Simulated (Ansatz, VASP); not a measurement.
## Two plane-wave programs on AlGa2Sb3

```
CELL_PARAMETERS angstrom
3.02137 1.74439 5.10303
-3.02137 1.74439 5.10303
0.00000 -3.48877 5.10303
ATOMIC_POSITIONS crystal
Al 0.50000 0.50000 0.50000
Ga 0.13800 0.13800 0.13800
Ga 0.86200 0.86200 0.86200
Sb 0.50000 0.50000 0.00000
Sb 0.00000 0.50000 0.50000
Sb 0.50000 0.00000 0.50000
```

Alike in both runs: functional PBE; k mesh 3 × 3 × 3; occupations gaussian, width 0.1 eV; no spin polarisation.

Ansatz relaxed the structure, and its values are those at the end. VASP's run is a single point on that final structure, the one shown.

```csv
,VASP,Ansatz
version,VASP 6.6.1,Ansatz 0.2.0
potentials or method,"VASP PAW PBE potentials, release 64 (Al, Ga_d, Sb), cutoff 520 eV","scalar-relativistic, plane waves, PAW"
valence electrons in the cell,44,74
```

```tsv
	VASP	Ansatz	Ansatz less VASP
gap on the k mesh at the Fermi level (eV)	none	none	-
pressure (GPa)	0.0	0.0	0.00
```

A gap of «none» marks a metal or a gap that the smearing closes. The functional is the same, so the differences come from potentials, cutoffs and numerics. VASP's potentials hold 44 valence electrons a cell and Ansatz's 74, so a difference there can come from the potentials and not from the codes.

The k mesh is coarse, so the values compare programs but aren't converged. Spin-orbit coupling is off throughout.
